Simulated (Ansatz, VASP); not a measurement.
# Hg in VASP and in Ansatz

POSCAR

```
Hg
1.0
    3.4226053158      0.0000000000      0.0000000000
   -1.7113026579      2.9640631506      0.0000000000
    0.0000000000      0.0000000000      5.4725647906
Hg
2
Direct
    0.3333333333      0.6666666667      0.2500000000
    0.6666666667      0.3333333333      0.7500000000
```

INCAR.step1

```
SYSTEM = Hg
ALGO = Normal
EDIFF = 1E-4
ENCUT = 520
GGA = PE
ISMEAR = -1
LASPH = .TRUE.
LCHARG = .FALSE.
LREAL = .FALSE.
LWAVE = .TRUE.
NBANDS = 19
NELM = 100
PREC = Accurate
SIGMA = 0.1
```

The input INCAR.step2:

```
SYSTEM = Hg
ALGO = Normal
EDIFF = 1E-6
ENCUT = 520
ISIF = 2
ISMEAR = -1
ISTART = 1
LASPH = .TRUE.
LCHARG = .TRUE.
LELF = .TRUE.
LMIXTAU = .TRUE.
LREAL = .FALSE.
LVHAR = .TRUE.
LWAVE = .FALSE.
METAGGA = R2SCAN
NBANDS = 19
NELM = 100
PREC = Accurate
SIGMA = 0.1
```

Contents of KPOINTS:

```
k-points
0
G
  12 12 7
  0 0 0
```

Input for Ansatz:

```yaml
crystal:
  lattice:
    - [3.4226053158, 0.0, 0.0]
    - [-1.7113026579, 2.9640631506, 0.0]
    - [0.0, 0.0, 5.4725647906]
  atoms:
    - { symbol: Hg, position: [0.3333333333, 0.6666666667, 0.25] }
    - { symbol: Hg, position: [0.6666666667, 0.3333333333, 0.75] }
hamiltonian:
  xc: r2scan
  pseudopotentials:
    kind: paw
    azcp:
      Hg: "pseudopotentials/Hg.paw.azcp"
basis:
  ecutwfc: 500
  fft_grid_basis: typed
kpoints:
  mp_grid: { grid: [12, 12, 7], shift: [0, 0, 0] }
magnetization:
  spin_polarized: false
scf:
  occupations: { method: fermi_dirac, width: 0.1 }
  lower_state_search: "off"
output:
  stress: true
  write_density: true
  write_potential: true
  elf: true
  volumetric_format: npy
```

Alike in both runs: task single point; functional r2SCAN; k mesh 12 × 12 × 7; occupations fermi-dirac, width 0.1 eV; no spin polarisation.

|  | VASP | Ansatz |
| --- | --- | --- |
| version | VASP 6.6.1 | Ansatz 0.2.0 |
| potentials or method | VASP PAW PBE potentials, release 64 (Hg), cutoff 520 eV | plane waves (500 eV) with PAW, scalar-relativistic |
| valence electrons in the cell | 24 | 40 |

Ansatz gave:

- pressure (GPa): 0.0
- traceless stress, the component that is largest in VASP (GPa): -0.09

Problem. Estimate VASP's values.

Solution. Pressure (GPa): 0.2; traceless stress, the component that is largest in VASP (GPa): -0.08.

VASP's potentials were made for PBE, not for r2SCAN. VASP's potentials hold 24 valence electrons a cell and Ansatz's 40, so a difference there can come from the potentials and not from the codes.

Neither program's run includes spin-orbit coupling.
